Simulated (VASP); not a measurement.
# ZrB (Fm-3m) in VASP: single point with PBEsol+D3(BJ)

Aim: the single point of ZrB with PBEsol+D3(BJ).

Program: VASP 6.6.1. These are calculated values, not measurements. Logs are shortened: lines on timing, memory, paths and dates and some standing lists are left out, and cuts for length are marked.

## Step 1: The cell of the first run

Symmetry: Fm-3m, No. 225, cubic system. The conventional cell has a = 4.913 Å, b = 4.913 Å, c = 4.913 Å, α = 90.00°, β = 90.00°, γ = 90.00°. Within 3.2 Å of Zr (site symmetry m-3m) lie 6 B at 2.46 Å. Within 3.2 Å of B (site symmetry m-3m) lie 6 Zr at 2.46 Å.

## Step 2: Single point, PBEsol+D3(BJ)

File INCAR:

```
ALGO     = Normal         # electronic algorithm
EDIFF    = 1E-7           # SCF threshold, eV
ENCUT    = 520            # plane-wave cutoff, eV
GGA      = PS             # functional
ISIF     = 2              # what is computed and relaxed
ISMEAR   = -1             # smearing method
ISYM     = 0            
IVDW     = 12             # dispersion correction
LASPH    = T              # aspherical terms in the spheres
LCHARG   = F              # write CHGCAR
LREAL    = F              # projectors in reciprocal space
LWAVE    = F              # write WAVECAR
NBANDS   = 14             # bands
NELM     = 80             # most SCF steps
PREC     = Accurate       # precision mode
SIGMA    = 0.1            # smearing width, eV
```

File KPOINTS:

```
Automatic mesh
0
Gamma
  6 6 6
  0.5 0.5 0.5
```

File POSCAR:

```
ZrB
1.0
    0.0000000000      2.4563200000      2.4563200000
    2.4563200000      0.0000000000      2.4563200000
    2.4563200000      2.4563200000      0.0000000000
Zr B
1 1
Direct
    0.5000000000      0.5000000000      0.5000000000
    0.0000000000      0.0000000000      0.0000000000
```

Potentials or basis: VASP PAW PBE potentials, release 64 (Zr_sv, B).

Run with:

```bash
$ cat potpaw_PBE.64/Zr_sv/POTCAR potpaw_PBE.64/B/POTCAR > POTCAR
$ mpirun -np 1 vasp_std > vasp.out
```

OUTCAR:

```text
EDIFF = 1E-7
   ENCUT = 520
   GGA = PS
   ISIF = 2
   ISMEAR = -1
   ISYM = 0
   IVDW = 12
   LASPH = T
   LREAL = F
   NELM = 80
   PREC = Accurate
 IVDW          = 12

 ion  position               nearest neighbor table
   1  0.500  0.500  0.500-   2 2.46   2 2.46   2 2.46   2 2.46   2 2.46   2 2.46
   2  0.000  0.000  0.000-   1 2.46   1 2.46   1 2.46   1 2.46   1 2.46   1 2.46

IMPORTANT INFORMATION: All symmetrisations will be switched off!
NOSYMM: (Re-)initialisation of all symmetry stuff for point group C_1.

----------------------------------------------------------------------------------------

                                     Primitive cell

  volume of cell :      29.6405

  direct lattice vectors                    reciprocal lattice vectors
     0.000000000  2.456320000  2.456320000    -0.203556540  0.203556540  0.203556540
     2.456320000  0.000000000  2.456320000     0.203556540 -0.203556540  0.203556540
     2.456320000  2.456320000  0.000000000     0.203556540  0.203556540 -0.203556540

  length of vectors
     3.473761058  3.473761058  3.473761058     0.352570269  0.352570269  0.352570269

  position of ions in fractional coordinates (direct lattice)
     0.500000000  0.500000000  0.500000000
     0.000000000  0.000000000  0.000000000

  ion indices of the primitive-cell ions
   primitive index   ion index
                 1           1
                 2           2

----------------------------------------------------------------------------------------

 KPOINTS: Automatic mesh

Automatic generation of k-mesh.
 Grid dimensions read from file:
 generate k-points for:    6    6    6

 Generating k-lattice:

  Cartesian coordinates                     Fractional coordinates (reciprocal lattice)
    -0.033926090  0.033926090  0.033926090     0.166666667  0.000000000  0.000000000
     0.033926090 -0.033926090  0.033926090     0.000000000  0.166666667  0.000000000
     0.033926090  0.033926090 -0.033926090     0.000000000  0.000000000  0.166666667

  Length of vectors
     0.058761712  0.058761712  0.058761712

  Shift w.r.t. Gamma in fractional coordinates (k-lattice)
     0.500000000  0.500000000  0.500000000

 Subroutine IBZKPT returns following result:
 ===========================================

 Found    432 irreducible k-points:

 Following reciprocal coordinates:
            Coordinates               Weight
  0.083333  0.083333  0.083333      2.000000
[... 51 lines left out ...]
   TEBEG  =    0.0;   TEEND  =   0.0 temperature during run
   PSTRESS=    0.0 pullay stress
   NELECT =      15.0000    total number of electrons
   NUPDOWN=      -1.0000    fix difference up-down
   EMIN   =  10.00;   EMAX   =-10.00  energy-range for DOS
   EFERMI =   0.00;   METHOD = LEGACY
   ISMEAR =    -1;   SIGMA  =   0.10  broadening in eV -4-tet -1-fermi 0-gaus
   EFERMI_NEDOS =   21; number of points for ismear=-14 and -15
   IALGO  =     38    algorithm
   IMIX   =      4    mixing-type and parameters
     AMIX     =   0.40;   BMIX     =  1.00
     AMIX_MAG =   1.60;   BMIX_MAG =  1.00
  volume/ion in A,a.u.               =      14.82       100.01
  Fermi-wavevector in a.u.,A,eV,Ry     =   1.304599  2.465334 23.156817  1.701978
  Thomas-Fermi vector in A             =   2.435524
   LORBIT       =      0    0 simple, 1 ext, 2 COOP (PROOUT), +10 PAW based schemes
   GGA     = PS    functional components
   LHFCALC =     F    Hartree Fock is set to
   AEXX    =    0.0000 exact exchange contribution
   IVDW    =    12    specifies the selected vdW correction
   LEPSILON=     F    determine dielectric tensor
   LRPA    =     F    only Hartree local field effects (RPA)
 non-spin polarized calculation
  energy-cutoff  :      520.00
  volume of cell :       29.64
 maximum number of plane-waves:       810
 NGX is ok and might be reduce to    28
   NGX = 13   NGY = 13   NGZ = 13

 number of electron      15.0000000 magnetization

 Free energy of the ion-electron system (eV)
  ---------------------------------------------------
  ext. energy  EPLUGINS =         0.00000000
  ---------------------------------------------------
  free energy    TOTEN  =       -16.91658864 eV

  energy without entropy =      -16.87239037  energy(sigma->0) =      -16.89448951

 E-fermi :   7.3645     XC(G=0): -11.5640

 val. band max:        7.2709066033   @ k =   0.5000  -0.2500   0.5000
 cond. band min:       7.3669897392   @ k =   0.0833   0.1667  -0.1667
 fundamental gap:      0.0960831359
 Fermi energy:         7.3644624328

 k-point     1 :       0.0833    0.0833    0.0833
  band No.  band energies     occupation
      1     -40.0823      2.00000
      2     -17.9817      2.00000
      3     -17.9478      2.00000
      4     -17.9478      2.00000
      5      -0.5618      2.00000
      6       8.5186      0.00002
      7       8.8740      0.00000
      8       8.8740      0.00000
      9       9.6111      0.00000
     10       9.6111      0.00000
     11      10.9455      0.00000
     12      11.9871      0.00000
     13      11.9871      0.00000
     14      18.2901      0.00000
[... 377 lines left out ...]
      1     -40.0371      2.00000
      2     -18.3808      2.00000
      3     -18.0262      2.00000
      4     -17.9862      2.00000
      5       1.7743      2.00000
      6       4.9608      2.00000
      7       6.4350      1.99982
      8       6.5787      1.99923
      9      11.0198      0.00000
     10      11.5832      0.00000
     11      12.5486      0.00000
     12      16.1123      0.00000
     13      16.8091      0.00000
     14      17.9160      0.00000

 [... further k-points ...]

------------------------ aborting loop because EDIFF is reached ----------------------------------------

 Edisp (eV)   -0.75611

 E8    (eV) :    -0.5268

  FORCE on cell =-STRESS in cart. coord.  units (eV):
  Direction    XX          YY          ZZ          XY          YZ          ZX
  --------------------------------------------------------------------------------------
  -------------------------------------------------------------------------------------
  Total      -1.63566    -1.63566    -1.63566    -0.00000    -0.00000    -0.00000
  in kB     -88.41357   -88.41356   -88.41355    -0.00004    -0.00002    -0.00004
  external pressure =      -88.41 kB  Pullay stress =        0.00 kB

 VOLUME and BASIS-vectors are now :
 -----------------------------------------------------------------------------
  energy-cutoff  :      520.00
  volume of cell :       29.64
      direct lattice vectors                 reciprocal lattice vectors
     0.000000000  2.456320000  2.456320000    -0.203556540  0.203556540  0.203556540
     2.456320000  0.000000000  2.456320000     0.203556540 -0.203556540  0.203556540
     2.456320000  2.456320000  0.000000000     0.203556540  0.203556540 -0.203556540

 POSITION                                       TOTAL-FORCE (eV/Angst)
 -----------------------------------------------------------------------------------
      2.45632      2.45632      2.45632         0.000000     -0.000000     -0.000000
      0.00000      0.00000      0.00000        -0.000000      0.000000      0.000000
 -----------------------------------------------------------------------------------
    total drift:                                0.000000     -0.000000     -0.000000

  FREE ENERGIE OF THE ION-ELECTRON SYSTEM (eV)
  ---------------------------------------------------
  free  energy   TOTEN  =       -17.6727021412 eV

  energy  without entropy=      -17.6285038770  energy(sigma->0) =      -17.65060301
```

OSZICAR:

```text
N       E                     dE             d eps       ncg     rms          rms(c)
DAV:   1     0.932209406942E+02    0.93221E+02   -0.78157E+03 12112   0.102E+03
DAV:   2    -0.131075787039E+02   -0.10633E+03   -0.10150E+03 14850   0.280E+02
DAV:   3    -0.184709031434E+02   -0.53633E+01   -0.53140E+01 20588   0.527E+01
DAV:   4    -0.187165227333E+02   -0.24562E+00   -0.24555E+00 14148   0.677E+00
DAV:   5    -0.187191915165E+02   -0.26688E-02   -0.26687E-02 17134   0.753E-01    0.172E+01
DAV:   6    -0.169389195218E+02    0.17803E+01   -0.27142E+00 14016   0.139E+01    0.601E+00
DAV:   7    -0.169213740602E+02    0.17545E-01   -0.24260E-01 17806   0.340E+00    0.276E+00
DAV:   8    -0.169169212221E+02    0.44528E-02   -0.33035E-02 15360   0.140E+00    0.235E-01
DAV:   9    -0.169165390737E+02    0.38215E-03   -0.27810E-03 14860   0.301E-01    0.138E-01
DAV:  10    -0.169165919213E+02   -0.52848E-04   -0.44265E-04 13848   0.224E-01    0.234E-02
DAV:  11    -0.169165895891E+02    0.23322E-05   -0.17895E-05 15974   0.368E-02    0.450E-03
DAV:  12    -0.169165885944E+02    0.99471E-06   -0.87432E-07 13884   0.102E-02    0.303E-03
DAV:  13    -0.169165886372E+02   -0.42797E-07   -0.11832E-07  9542   0.329E-03
   1 F= -.17672702E+02 E0= -.17650603E+02  d E =-.441983E-01
```

stdout:

```text
POSCAR found type information on POSCAR ZrB
 POSCAR found :  2 types and       2 ions
 scaLAPACK will be used
 -----------------------------------------------------------------------------
|                                                                             |
|                                                                             |
|     You enforced a specific xc type in the INCAR file but a different       |
|     I HOPE YOU KNOW WHAT YOU ARE DOING!                                     |
|                                                                             |
 -----------------------------------------------------------------------------

 LDA part: xc-table for (Slater+PW92), standard interpolation
 POSCAR, INCAR and KPOINTS ok, starting setup
 FFT: planning ... GRIDC
 FFT: planning ... GRID_SOFT
 FFT: planning ... GRID
 WAVECAR not read
 entering main loop
```

Run time: 2.4 min. Hardware: 1 thread of AMD EPYC 7R43 (Zen 3), shared host; peak memory 0.28 GiB.

Results:

```yaml
Free_energy: -17.6727 eV
Pressure: -8.8 GPa
Dispersion_energy_per_atom: -0.378 eV
```

Levels at points of the mesh, in eV from the Fermi level:
```
           k point  band 6  band 7  band 8  band 9  band 10  band 11
(0.08, 0.08, 0.08)    1.15    1.51    1.51    2.25     2.25     3.58
```

Caveat: the k points lie up to 0.37 Å⁻¹ apart; the PAW data sets were made with another functional, which shifts forces and pressure a little; pairwise dispersion overbinds metals, which lowers pressure and volume.
